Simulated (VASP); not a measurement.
# CdH (Fm-3m) in VASP: further runs

The runs below take CdH through relaxation of cell and atoms, with PBE.

All numbers are computed with VASP 6.6.1; they aren't measurements. Logs are shortened: lines on timing, memory, paths and dates and some standing lists are left out, and cuts for length are marked.

## 1. The cell of the first run

The structure is cubic, space group Fm-3m (No. 225). The conventional cell has a = 4.823 Å, b = 4.823 Å, c = 4.823 Å, α = 90.00°, β = 90.00°, γ = 90.00°. Within 3.2 Å of Cd (site symmetry m-3m) lie 6 H at 2.41 Å. H (site symmetry m-3m) has 6 Cd at 2.41 Å within 3.2 Å.

## 2. Relaxation of cell and atoms, PBE

The input, INCAR:

```
PREC = Accurate
ENCUT = 600
EDIFF = 1E-7
ISMEAR = 0
SIGMA = 0.1
LREAL = F
LASPH = T
NELM = 60
ALGO = Normal
ISIF = 3
LWAVE = F
LCHARG = F
GGA = PE
IBRION = 2
NSW = 100
EDIFFG = -0.01
```

The input, KPOINTS:

```
Automatic mesh
0
Gamma
  20 20 20
```

The input, POSCAR:

```
CdH
1.0
    0.0000000000      2.4116197300      2.4116197300
    2.4116197300      0.0000000000      2.4116197300
    2.4116197300      2.4116197300      0.0000000000
Cd H
1 1
Direct
    0.0000000000      0.0000000000      0.0000000000
    0.5000000000      0.5000000000      0.5000000000
```

Potentials or basis: VASP PAW PBE potentials, release 64 (Cd, H).

Run with:

```bash
> cat potpaw_PBE.64/Cd/POTCAR potpaw_PBE.64/H/POTCAR > POTCAR
> mpirun -np 1 vasp_std > vasp.out
```

OUTCAR:

```text
PREC = Accurate
   ENCUT = 600
   EDIFF = 1E-7
   ISMEAR = 0
   LREAL = F
   LASPH = T
   NELM = 60
   ISIF = 3
   GGA = PE
   IBRION = 2
   NSW = 100
   EDIFFG = -0.01

 ion  position               nearest neighbor table
   1  0.000  0.000  0.000-
   2  0.500  0.500  0.500-

  LATTYP: Found a face centered cubic cell.
 ALAT       =     4.8232394600

  Lattice vectors:

 A1 = (   0.0000000000,   2.4116197300,   2.4116197300)
 A2 = (   2.4116197300,   0.0000000000,   2.4116197300)
 A3 = (   2.4116197300,   2.4116197300,   0.0000000000)

Analysis of symmetry for initial positions (statically):
=====================================================================
 Subroutine PRICEL returns:
 Original cell was already a primitive cell.

 Routine SETGRP: Setting up the symmetry group for a
 face centered cubic supercell.

 Subroutine GETGRP returns: Found 48 space group operations
 (whereof 48 operations were pure point group operations)
 out of a pool of 48 trial point group operations.

The static configuration has the point symmetry O_h .

Analysis of symmetry for dynamics (positions and initial velocities):
=====================================================================
 Subroutine PRICEL returns:
 Original cell was already a primitive cell.

 Routine SETGRP: Setting up the symmetry group for a
 face centered cubic supercell.

 Subroutine GETGRP returns: Found 48 space group operations
 (whereof 48 operations were pure point group operations)
 out of a pool of 48 trial point group operations.

The dynamic configuration has the point symmetry O_h .

 Subroutine INISYM returns: Found 48 space group operations
 (whereof 48 operations are pure point group operations),
 and found     1 'primitive' translations

----------------------------------------------------------------------------------------

                                     Primitive cell

  volume of cell :      28.0515

  direct lattice vectors                    reciprocal lattice vectors
     0.000000000  2.411619730  2.411619730    -0.207329536  0.207329536  0.207329536
     2.411619730  0.000000000  2.411619730     0.207329536 -0.207329536  0.207329536
     2.411619730  2.411619730  0.000000000     0.207329536  0.207329536 -0.207329536

  length of vectors
     3.410545329  3.410545329  3.410545329     0.359105291  0.359105291  0.359105291

  position of ions in fractional coordinates (direct lattice)
     0.000000000  0.000000000  0.000000000
     0.500000000  0.500000000  0.500000000

  ion indices of the primitive-cell ions
   primitive index   ion index
                 1           1
                 2           2

----------------------------------------------------------------------------------------

 KPOINTS: Automatic mesh

Automatic generation of k-mesh.
 Grid dimensions read from file:
 generate k-points for:   20   20   20

 Generating k-lattice:

  Cartesian coordinates                     Fractional coordinates (reciprocal lattice)
    -0.010366477  0.010366477  0.010366477     0.050000000  0.000000000  0.000000000
     0.010366477 -0.010366477  0.010366477     0.000000000  0.050000000  0.000000000
     0.010366477  0.010366477 -0.010366477     0.000000000  0.000000000  0.050000000

  Length of vectors
     0.017955265  0.017955265  0.017955265

  Shift w.r.t. Gamma in fractional coordinates (k-lattice)
     0.000000000  0.000000000  0.000000000

 Subroutine IBZKPT returns following result:
 ===========================================

 Found    256 irreducible k-points:

 Following reciprocal coordinates:
            Coordinates               Weight
  0.000000  0.000000  0.000000      1.000000
  0.050000  0.000000  0.000000      8.000000
  0.100000  0.000000  0.000000      8.000000
  0.150000  0.000000  0.000000      8.000000
  0.200000  0.000000  0.000000      8.000000
  0.250000  0.000000  0.000000      8.000000
[... 16 lines left out ...]
 -0.400000  0.050000  0.000000     24.000000
 -0.350000  0.050000  0.000000     24.000000
 [... further k-points ...]
   k-points           NKPTS =    256   k-points in BZ     NKDIM =    256   number of bands    NBANDS=     10
   number of dos      NEDOS =    301   number of ions     NIONS =      2
   total plane-waves  NPLWV =  21952
   dimension x,y,z NGX =    28 NGY =   28 NGZ =   28
   dimension x,y,z NGXF=    56 NGYF=   56 NGZF=   56
   ions per type =               1   1
   NGX,Y,Z   is equivalent  to a cutoff of  13.65, 13.65, 13.65 a.u.
   NGXF,Y,Z  is equivalent  to a cutoff of  27.30, 27.30, 27.30 a.u.
 SYSTEM =  unknown system
   PREC   = accura    normal or accurate (medium, high low for compatibility)
   ISTART =      0    job   : 0-new  1-cont  2-samecut
   ICHARG =      2    charge: 1-file 2-atom 10-const
   ISPIN  =      1    spin polarized calculation?
   LNONCOLLINEAR =      F non collinear calculations
   LSORBIT =      F    spin-orbit coupling
   LASPH  =      T    aspherical Exc in radial PAW
   ENCUT  =  600.0 eV  44.10 Ry    6.64 a.u.   6.81  6.81  6.81*2*pi/ulx,y,z
   NELM   =     60;   NELMIN=  2; NELMDL= -5     # of ELM steps
   EDIFF  = 0.1E-06   stopping-criterion for ELM
   LREAL  =      F    real-space projection
   EDIFFG = -.1E-01   stopping-criterion for IOM
   NSW    =    100    number of steps for IOM
   IBRION =      2    ionic relax: 0-MD 1-quasi-New 2-CG
   NFREE  =      1    steps in history (QN), initial steepest desc. (CG)
   ISIF   =      3    stress and relaxation
   ISYM   =      2    0-nonsym 1-usesym 2-fastsym
   POTIM  = 0.5000    time-step for ionic-motion
   TEBEG  =    0.0;   TEEND  =   0.0 temperature during run
   PSTRESS=    0.0 pullay stress
   NELECT =      13.0000    total number of electrons
   NUPDOWN=      -1.0000    fix difference up-down
   EMIN   =  10.00;   EMAX   =-10.00  energy-range for DOS
   EFERMI =   0.00;   METHOD = LEGACY
   ISMEAR =     0;   SIGMA  =   0.10  broadening in eV -4-tet -1-fermi 0-gaus
   EFERMI_NEDOS =   21; number of points for ismear=-14 and -15
   IALGO  =     38    algorithm
   IMIX   =      4    mixing-type and parameters
     AMIX     =   0.40;   BMIX     =  1.00
     AMIX_MAG =   1.60;   BMIX_MAG =  1.00
  volume/ion in A,a.u.               =      14.03        94.65
  Fermi-wavevector in a.u.,A,eV,Ry     =   1.266885  2.394065 21.837311  1.604997
  Thomas-Fermi vector in A             =   2.400062
   LORBIT       =      0    0 simple, 1 ext, 2 COOP (PROOUT), +10 PAW based schemes
   GGA     = PE    functional components
   LHFCALC =     F    Hartree Fock is set to
   AEXX    =    0.0000 exact exchange contribution
   IVDW    =     0    specifies the selected vdW correction
   LEPSILON=     F    determine dielectric tensor
   LRPA    =     F    only Hartree local field effects (RPA)
 conjugate gradient relaxation of ions
 non-spin polarized calculation
 Gauss-broadening in eV      SIGMA  =   0.10
  energy-cutoff  :      600.00
  volume of cell :       28.05
 maximum number of plane-waves:       960
   NGX = 13   NGY = 13   NGZ = 13

 number of electron      13.0000000 magnetization

 Free energy of the ion-electron system (eV)
  ---------------------------------------------------
  ext. energy  EPLUGINS =         0.00000000
  ---------------------------------------------------
  free energy    TOTEN  =        -2.93969218 eV

  energy without entropy =       -2.93558841  energy(sigma->0) =       -2.93764030

 E-fermi :   2.0334     XC(G=0): -10.3714

 val. band max:        2.0237815734   @ k =  -0.2500   0.3000   0.0500
 cond. band min:       2.0451720777   @ k =  -0.4000   0.4000   0.2000
 fundamental gap:      0.0213905043
 Fermi energy:         2.0334437642

 k-point     1 :       0.0000    0.0000    0.0000
  band No.  band energies     occupation
      1      -7.2106      2.00000
      2      -6.7062      2.00000
      3      -6.7062      2.00000
      4      -6.7062      2.00000
      5      -6.4529      2.00000
      6      -6.4529      2.00000
      7       7.1506      0.00000
      8      13.0401      0.00000
      9      13.0401      0.00000
     10      13.0401      0.00000

 k-point     2 :       0.0500    0.0000    0.0000
  band No.  band energies     occupation
      1      -7.1614      2.00000
      2      -6.7084      2.00000
      3      -6.6997      2.00000
      4      -6.6997      2.00000
      5      -6.4549      2.00000
      6      -6.4549      2.00000
      7       7.0002      0.00000
      8      12.7467      0.00000
      9      12.9885      0.00000
     10      12.9885      0.00000

 k-point     3 :       0.1000    0.0000    0.0000
  band No.  band energies     occupation
      1      -7.0217      2.00000
      2      -6.7069      2.00000
      3      -6.6826      2.00000
      4      -6.6826      2.00000
      5      -6.4588      2.00000
      6      -6.4588      2.00000
      7       6.5650      0.00000
      8      11.9434      0.00000
      9      12.8532      0.00000
     10      12.8532      0.00000

 k-point     4 :       0.1500    0.0000    0.0000
  band No.  band energies     occupation
      1      -6.8664      2.00000
      2      -6.6627      2.00000
      3      -6.6627      2.00000
      4      -6.6267      2.00000
      5      -6.4576      2.00000
      6      -6.4576      2.00000
      7       5.8850      0.00000
      8      11.0018      0.00000
      9      12.6752      0.00000
     10      12.6752      0.00000
[... 222 lines left out ...]
 k-point    22 :      -0.4500    0.0500    0.0000
  band No.  band energies     occupation
      1      -6.9499      2.00000
      2      -6.7410      2.00000
      3      -6.7197      2.00000
      4      -6.2491      2.00000
      5      -6.2341      2.00000
      6      -3.3289      2.00000
      7       0.0088      2.00000
      8       7.7632      0.00000
      9      11.2897      0.00000
     10      11.8510      0.00000

 k-point    23 :      -0.4000    0.0500    0.0000
  band No.  band energies     occupation
      1      -6.9384      2.00000
      2      -6.7286      2.00000
      3      -6.7117      2.00000
      4      -6.2655      2.00000
      5      -6.2639      2.00000
      6      -3.8261      2.00000
      7       0.6708      2.00000
      8       7.8934      0.00000
      9      11.1940      0.00000
     10      12.1773      0.00000

 k-point    24 :      -0.3500    0.0500    0.0000
  band No.  band energies     occupation
      1      -6.9185      2.00000
      2      -6.7092      2.00000
      3      -6.6964      2.00000
      4      -6.3117      2.00000
      5      -6.2974      2.00000
      6      -4.4538      2.00000
      7       1.5952      2.00000
      8       8.1422      0.00000
      9      11.1886      0.00000
     10      12.5307      0.00000

 [... further k-points ...]
[... 5 lines left out ...]
  --------------------------------------------------------------------------------------
  -------------------------------------------------------------------------------------
  Total        0.0167129      0.0167129      0.0167129     -0.0000000     -0.0000000     -0.0000000
  in kB        0.9545668      0.9545668      0.9545668     -0.0000000     -0.0000000     -0.0000000
  external PRESSURE =       0.9545668 kB  Pullay stress =       0.0000000 kB

 VOLUME and BASIS-vectors are now :
 -----------------------------------------------------------------------------
  energy-cutoff  :      600.00
  volume of cell :       28.05
      direct lattice vectors                 reciprocal lattice vectors
     0.000000000  2.411619730  2.411619730    -0.207329536  0.207329536  0.207329536
     2.411619730  0.000000000  2.411619730     0.207329536 -0.207329536  0.207329536
     2.411619730  2.411619730  0.000000000     0.207329536  0.207329536 -0.207329536

 POSITION                                       TOTAL-FORCE (eV/Angst)
 -----------------------------------------------------------------------------------
      0.00000      0.00000      0.00000        -0.000000      0.000000     -0.000000
      2.41162      2.41162      2.41162         0.000000      0.000000      0.000000
 -----------------------------------------------------------------------------------
    total drift:                               -0.000000      0.000000      0.000000

  FREE ENERGIE OF THE ION-ELECTRON SYSTEM (eV)
  ---------------------------------------------------
  free  energy   TOTEN  =        -2.9396921838 eV

  energy  without entropy=       -2.9355884076  energy(sigma->0) =       -2.93764030

 reached required accuracy - stopping structural energy minimisation
```

Wall time 2 min (1 thread of Oxide Virtual Turin-like, shared host); peak memory 0.2 GiB.

Results:

- Free energy: -2.9397 eV
- Pressure after relaxing: 0.1 GPa

Final structure:
```
CELL_PARAMETERS angstrom
0.00000 2.41162 2.41162
2.41162 0.00000 2.41162
2.41162 2.41162 0.00000
ATOMIC_POSITIONS crystal
Cd 0.00000 0.00000 0.00000
H 0.50000 0.50000 0.50000
```

Caveat: the relaxation stopped at its first step, so nothing moved.

## 3. Relaxation of cell and atoms, PBE

This run uses another cell than the first one, of 15.20 Å³/atom, 1.083 times its volume.

The input, INCAR:

```
ALGO = Normal ; EDIFF = 1E-6
EDIFFG = -0.01 ; ENCUT = 600
GGA = PE ; IBRION = 2
ISIF = 3 ; ISMEAR = 0
LASPH = T ; LCHARG = F
LREAL = F ; LWAVE = F
NELM = 60 ; NSW = 100
PREC = Accurate ; SIGMA = 0.1
```

The input, KPOINTS:

```
k-points
0
Gamma
  20 20 20
```

The input, POSCAR:

```
CdH
1.0
    0.0000000000      2.4769340620      2.4769340620
    2.4769340620      0.0000000000      2.4769340620
    2.4769340620      2.4769340620      0.0000000000
Cd H
1 1
Direct
    0.0000000000      0.0000000000      0.0000000000
    0.5000000000      0.5000000000      0.5000000000
```

Potentials or basis: VASP PAW PBE potentials, release 64 (Cd, H).

Run with:

```bash
> cat potpaw_PBE.64/Cd/POTCAR potpaw_PBE.64/H/POTCAR > POTCAR
> mpirun -np 1 vasp_std > vasp.out
```

Wall time 4.2 min (1 thread of Oxide Virtual Turin-like, shared host); peak memory 0.23 GiB.

The run converged. Its results:

* Free energy: -2.9411 eV
* Relaxed volume: 14.05 Å³/atom
* Relaxed cell: a = 3.413 Å, b = 3.413 Å, c = 3.413 Å, α = 60.00°, β = 60.00°, γ = 60.00°
* Space group after relaxing (to 0.05 Å): Fm-3m (No. 225)
* Energy gained by relaxing: 10.3 meV/atom
* Ionic steps: 4
* Pressure after relaxing: 0.0 GPa

Step by step:
```csv
step,energy change (eV),largest force (eV/Å),pressure (GPa),volume (Å³)
1,0.0000,0.0000,-2.66,30.39
2,-0.0146,0.0000,-1.56,29.30
3,-0.0206,0.0000,-0.18,28.24
4,-0.0206,0.0000,0.04,28.11
```

Final structure:
```cif
data_structure
_symmetry_space_group_name_H-M 'P 1'
_symmetry_Int_Tables_number 1
_cell_length_a 3.4129
_cell_length_b 3.4129
_cell_length_c 3.4129
_cell_angle_alpha 60.000
_cell_angle_beta 60.000
_cell_angle_gamma 60.000
_cell_volume 28.11
loop_
_atom_site_label
_atom_site_type_symbol
_atom_site_fract_x
_atom_site_fract_y
_atom_site_fract_z
_atom_site_occupancy
Cd1 Cd 0.00000 0.00000 0.00000 1
H1 H 0.50000 0.50000 0.50000 1
```

Levels at points of the mesh, in eV from the Fermi level:
```csv
k point,band 3,band 4,band 5,band 6,band 7,band 8,band 9,band 10
"(0.00, 0.00, 0.00)",-8.74,-8.74,-8.48,-8.48,5.11,10.99,10.99,10.99
"(0.50, 0.00, 0.00)",-8.76,-8.25,-8.25,-5.31,-2.21,5.82,9.91,9.91
"(0.50, 0.50, 0.00)",-8.27,-8.19,-8.19,-2.62,-0.96,3.28,4.93,4.93
```
